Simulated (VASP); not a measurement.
# Na (C2/m) in VASP: notebook

The runs below take Na through single point, with PBEsol.

All numbers are computed with VASP 6.6.1; they aren't measurements. Logs are shortened: lines on timing, memory, paths and dates and some standing lists are left out, and cuts for length are marked.

### Step 1. The cell of the first run

The structure is monoclinic, space group C2/m (No. 12). Conventional cell: a = 6.374 Å, b = 3.742 Å, c = 9.604 Å, α = 90.00°, β = 105.19°, γ = 90.00°. Within 4.9 Å of Na (site symmetry 2/m) lie 12 Na at 3.70 to 3.85 Å. Na (site symmetry m) has 12 Na at 3.70 to 3.85 Å within 4.9 Å.

### Step 2. Single point, PBEsol (uniaxial strain along c: +2.0 %, then relaxed in part)

INCAR reads:

```
SYSTEM = Na
PREC = Accurate
ENCUT = 520
EDIFF = 1E-7
ISMEAR = 0
SIGMA = 0.1
LREAL = .False.
LASPH = .True.
NELM = 100
ALGO = Normal
ISIF = 2
LWAVE = .False.
LCHARG = .False.
GGA = PS
NBANDS = 30
```

KPOINTS reads:

```
regular mesh
0
Gamma
  6 10 4
  0 0 0
```

POSCAR reads:

```
Na
1.0
    6.3743557316      0.0000000000     -0.0412326051
    0.0000000000      3.7421447462      0.0000000000
   -2.4568614981      0.0000000000      9.2843588412
Na
6
Direct
    0.0000000000      0.0000000000      0.0000000000
    0.7276761501      0.5000000000      0.6666913888
    0.7723238499      0.0000000000      0.3333086112
    0.5000000000      0.5000000000      0.0000000000
    0.2276761501      0.0000000000      0.6666913888
    0.2723238499      0.5000000000      0.3333086112
```

Potentials or basis: VASP PAW PBE potentials, release 64 (Na_pv).

Run with:

```bash
$ cat potpaw_PBE.64/Na_pv/POTCAR > POTCAR
$ mpirun -np 1 vasp_std > vasp.out
```

OUTCAR:

```text
SYSTEM = Na
   PREC = Accurate
   ENCUT = 520
   EDIFF = 1E-7
   ISMEAR = 0
   LREAL = .False.
   LASPH = .True.
   NELM = 100
   ISIF = 2
   GGA = PS

 ion  position               nearest neighbor table
   1  0.000  0.000  0.000-
   2  0.728  0.500  0.667-
   3  0.772  0.000  0.333-
   4  0.500  0.500  0.000-
   5  0.228  0.000  0.667-
   6  0.272  0.500  0.333-

  LATTYP: Found a simple monoclinic cell.
 ALAT       =     6.3744890870
 B/A-ratio  =     0.5870501455
 C/A-ratio  =     1.5066197001
 COS(beta)  =    -0.2620661150

  Lattice vectors:

 A1 = (   6.3743557316,   0.0000000000,  -0.0412326051)
 A2 = (   0.0000000000,   3.7421447462,   0.0000000000)
 A3 = (  -2.4568614981,   0.0000000000,   9.2843588412)

Analysis of symmetry for initial positions (statically):
=====================================================================
 Subroutine PRICEL returns following result:

  LATTYP: Found a base centered monoclinic cell.
 ALAT       =     6.3744890870
 B/A-ratio  =     0.5870501455
 C/A-ratio  =     1.5066197001
 COS(beta)  =    -0.2620661150

  Lattice vectors:

 A1 = (   3.1871778658,  -1.8710723731,  -0.0206163025)
 A2 = (   3.1871778658,   1.8710723731,  -0.0206163025)
 A3 = (  -2.4568614981,   0.0000000000,   9.2843588412)

   2 primitive cells build up your supercell.

 Routine SETGRP: Setting up the symmetry group for a
 simple monoclinic supercell.

 Subroutine GETGRP returns: Found  4 space group operations
 (whereof  4 operations were pure point group operations)
 out of a pool of  4 trial point group operations.

The static configuration has the point symmetry C_2h.

Analysis of symmetry for dynamics (positions and initial velocities):
=====================================================================
 Subroutine PRICEL returns following result:

  LATTYP: Found a base centered monoclinic cell.
 ALAT       =     6.3744890870
 B/A-ratio  =     0.5870501455
 C/A-ratio  =     1.5066197001
 COS(beta)  =    -0.2620661150

  Lattice vectors:

 A1 = (   3.1871778658,  -1.8710723731,  -0.0206163025)
 A2 = (   3.1871778658,   1.8710723731,  -0.0206163025)
 A3 = (  -2.4568614981,   0.0000000000,   9.2843588412)

   2 primitive cells build up your supercell.

 Routine SETGRP: Setting up the symmetry group for a
 simple monoclinic supercell.

 Subroutine GETGRP returns: Found  4 space group operations
 (whereof  4 operations were pure point group operations)
 out of a pool of  4 trial point group operations.

The dynamic configuration has the point symmetry C_2h.

 Subroutine INISYM returns: Found  4 space group operations
 (whereof  4 operations are pure point group operations),
 and found     2 'primitive' translations

----------------------------------------------------------------------------------------

                                     Primitive cell

  volume of cell :     110.5439

  direct lattice vectors                    reciprocal lattice vectors
     3.187177866 -1.871072373 -0.020616303     0.157147593 -0.267226435  0.041584979
     3.187177866  1.871072373 -0.020616303     0.157147593  0.267226435  0.041584979
    -2.456861498  0.000000000  9.284358841     0.000697905  0.000000000  0.107892712

  length of vectors
     3.695867910  3.695867910  9.603930837     0.312785300  0.312785300  0.107894969

  position of ions in fractional coordinates (direct lattice)
     0.000000000  0.000000000  0.000000000
     0.227676150  0.227676150  0.666691389
     0.772323850  0.772323850  0.333308611

  ion indices of the primitive-cell ions
   primitive index   ion index
                 1           1
                 2           5
                 3           3

----------------------------------------------------------------------------------------

 KPOINTS: regular mesh

Automatic generation of k-mesh.
 Grid dimensions read from file:
 generate k-points for:    6   10    4

 Generating k-lattice:

  Cartesian coordinates                     Fractional coordinates (reciprocal lattice)
     0.026191265  0.000000000  0.006930830     0.166666667  0.000000000 -0.000000000
     0.000000000  0.026722644  0.000000000     0.000000000  0.100000000  0.000000000
     0.000174476  0.000000000  0.026973178     0.000000000  0.000000000  0.250000000

  Length of vectors
     0.027092781  0.026722644  0.026973742

  Shift w.r.t. Gamma in fractional coordinates (k-lattice)
     0.000000000  0.000000000  0.000000000

 Subroutine IBZKPT returns following result:
 ===========================================

 Found     84 irreducible k-points:

 Following reciprocal coordinates:
            Coordinates               Weight
  0.000000  0.000000  0.000000      1.000000
  0.166667  0.000000  0.000000      2.000000
  0.333333  0.000000  0.000000      2.000000
  0.500000  0.000000  0.000000      1.000000
  0.000000  0.100000  0.000000      2.000000
  0.166667  0.100000  0.000000      4.000000
[... 16 lines left out ...]
  0.333333  0.500000  0.000000      2.000000
  0.500000  0.500000  0.000000      1.000000
 [... further k-points ...]
   k-points           NKPTS =     84   k-points in BZ     NKDIM =     84   number of bands    NBANDS=     30
   number of dos      NEDOS =    301   number of ions     NIONS =      6
   total plane-waves  NPLWV =  96768
   dimension x,y,z NGX =    48 NGY =   28 NGZ =   72
   dimension x,y,z NGXF=    96 NGYF=   56 NGZF=  144
   ions per type =               6
   NGX,Y,Z   is equivalent  to a cutoff of  12.52, 12.44, 12.46 a.u.
   NGXF,Y,Z  is equivalent  to a cutoff of  25.04, 24.88, 24.93 a.u.
 SYSTEM =  Na
   PREC   = accura    normal or accurate (medium, high low for compatibility)
   ISTART =      0    job   : 0-new  1-cont  2-samecut
   ICHARG =      2    charge: 1-file 2-atom 10-const
   ISPIN  =      1    spin polarized calculation?
   LNONCOLLINEAR =      F non collinear calculations
   LSORBIT =      F    spin-orbit coupling
   LASPH  =      T    aspherical Exc in radial PAW
   ENCUT  =  520.0 eV  38.22 Ry    6.18 a.u.  11.85  6.96 17.86*2*pi/ulx,y,z
   NELM   =    100;   NELMIN=  2; NELMDL= -5     # of ELM steps
   EDIFF  = 0.1E-06   stopping-criterion for ELM
   LREAL  =      F    real-space projection
   EDIFFG = 0.1E-05   stopping-criterion for IOM
   NSW    =      0    number of steps for IOM
   IBRION =     -1    ionic relax: 0-MD 1-quasi-New 2-CG
   NFREE  =      0    steps in history (QN), initial steepest desc. (CG)
   ISIF   =      2    stress and relaxation
   ISYM   =      2    0-nonsym 1-usesym 2-fastsym
   POTIM  = 0.5000    time-step for ionic-motion
   TEBEG  =    0.0;   TEEND  =   0.0 temperature during run
   PSTRESS=    0.0 pullay stress
   NELECT =      42.0000    total number of electrons
   NUPDOWN=      -1.0000    fix difference up-down
   EMIN   =  10.00;   EMAX   =-10.00  energy-range for DOS
   EFERMI =   0.00;   METHOD = LEGACY
   ISMEAR =     0;   SIGMA  =   0.10  broadening in eV -4-tet -1-fermi 0-gaus
   EFERMI_NEDOS =   21; number of points for ismear=-14 and -15
   IALGO  =     38    algorithm
   IMIX   =      4    mixing-type and parameters
     AMIX     =   0.40;   BMIX     =  1.00
     AMIX_MAG =   1.60;   BMIX_MAG =  1.00
  volume/ion in A,a.u.               =      36.85       248.66
  Fermi-wavevector in a.u.,A,eV,Ry     =   0.941101  1.778423 12.050293  0.885672
  Thomas-Fermi vector in A             =   2.068579
   LORBIT       =      0    0 simple, 1 ext, 2 COOP (PROOUT), +10 PAW based schemes
   GGA     = PS    functional components
   LHFCALC =     F    Hartree Fock is set to
   AEXX    =    0.0000 exact exchange contribution
   IVDW    =     0    specifies the selected vdW correction
   LEPSILON=     F    determine dielectric tensor
   LRPA    =     F    only Hartree local field effects (RPA)
 non-spin polarized calculation
 Gauss-broadening in eV      SIGMA  =   0.10
  energy-cutoff  :      520.00
  volume of cell :      221.09
 maximum number of plane-waves:      5998
   NGX = 23   NGY = 13   NGZ = 35

 number of electron      41.9999995 magnetization

 Free energy of the ion-electron system (eV)
  ---------------------------------------------------
  ext. energy  EPLUGINS =         0.00000000
  ---------------------------------------------------
  free energy    TOTEN  =        -8.41829092 eV

  energy without entropy =       -8.40864399  energy(sigma->0) =       -8.41346746

 E-fermi :   0.3327     XC(G=0):  -6.5166

 val. band max:        0.3318853281   @ k =   0.5000   0.2000   0.2500
 cond. band min:       0.3444854085   @ k =  -0.1667   0.2000   0.2500
 fundamental gap:      0.0126000804
 Fermi energy:         0.3326840229

 k-point     1 :       0.0000    0.0000    0.0000
  band No.  band energies     occupation
      1     -24.4904      2.00000
      2     -24.4896      2.00000
      3     -24.4856      2.00000
      4     -24.4802      2.00000
      5     -24.4801      2.00000
      6     -24.4724      2.00000
[... 22 lines left out ...]
     29       3.9809      0.00000
     30       5.0400      0.00000

 k-point     2 :       0.1667    0.0000    0.0000
  band No.  band energies     occupation
      1     -24.4884      2.00000
      2     -24.4879      2.00000
      3     -24.4838      2.00000
      4     -24.4822      2.00000
      5     -24.4772      2.00000
      6     -24.4730      2.00000
[... 22 lines left out ...]
     29       4.4485      0.00000
     30       5.4108      0.00000

 k-point     3 :       0.3333    0.0000    0.0000
  band No.  band energies     occupation
      1     -24.4847      2.00000
      2     -24.4830      2.00000
      3     -24.4830      2.00000
      4     -24.4786      2.00000
      5     -24.4745      2.00000
      6     -24.4728      2.00000
[... 682 lines left out ...]
     29       3.9963      0.00000
     30       3.9963      0.00000

 k-point    24 :       0.5000    0.5000    0.0000
  band No.  band energies     occupation
      1     -24.4903      2.00000
      2     -24.4903      2.00000
      3     -24.4882      2.00000
      4     -24.4882      2.00000
      5     -24.4862      2.00000
      6     -24.4862      2.00000
[... 22 lines left out ...]
     29       3.1486      0.00000
     30       3.1486      0.00000

 [... further k-points ...]

------------------------ aborting loop because EDIFF is reached ----------------------------------------

  FORCE on cell =-STRESS in cart. coord.  units (eV):
  Direction    XX          YY          ZZ          XY          YZ          ZX
  --------------------------------------------------------------------------------------
  -------------------------------------------------------------------------------------
  Total       -0.0450546     -0.0147823     -0.4026639      0.0000000      0.0000000      0.1091546
  in kB       -0.3265016     -0.1071241     -2.9180217      0.0000000      0.0000000      0.7910210
  external PRESSURE =      -1.1172158 kB  Pullay stress =       0.0000000 kB

 VOLUME and BASIS-vectors are now :
 -----------------------------------------------------------------------------
  energy-cutoff  :      520.00
  volume of cell :      221.09
      direct lattice vectors                 reciprocal lattice vectors
     6.374355732  0.000000000 -0.041232605     0.157147593  0.000000000  0.041584979
     0.000000000  3.742144746  0.000000000     0.000000000  0.267226435  0.000000000
    -2.456861498  0.000000000  9.284358841     0.000697905  0.000000000  0.107892712

 POSITION                                       TOTAL-FORCE (eV/Angst)
 -----------------------------------------------------------------------------------
      0.00000      0.00000      0.00000         0.000000      0.000000     -0.000000
      3.00050      1.87107      6.15980         0.001246      0.000000     -0.000353
      4.10417      0.00000      3.06271        -0.001246     -0.000000      0.000353
      3.18718      1.87107     -0.02062         0.000000     -0.000000     -0.000000
     -0.18668      0.00000      6.18041         0.001246      0.000000     -0.000353
      0.91700      1.87107      3.08333        -0.001246      0.000000      0.000353
 -----------------------------------------------------------------------------------
    total drift:                                0.000000      0.000000     -0.000000

  FREE ENERGIE OF THE ION-ELECTRON SYSTEM (eV)
  ---------------------------------------------------
  free  energy   TOTEN  =        -8.4182909200 eV

  energy  without entropy=       -8.4086439938  energy(sigma->0) =       -8.41346746
```

Run time: 2.8 min. Hardware: 1 thread of Intel Xeon 6975P-C (Granite Rapids), shared host; peak memory 0.52 GiB.

What came out:

```yaml
Free_energy: -8.4183 eV
Pressure: -0.1 GPa
Band_gap_on_the_k_mesh: zero (bands 21 and 22 overlap by 2.72 eV)
```

Caveat: the cell differs from its parent crystal (uniaxial strain along c: +2.0 %, then relaxed in part); the PAW data sets were made with another functional, which shifts forces and pressure a little.

[end of part 1 of 2]
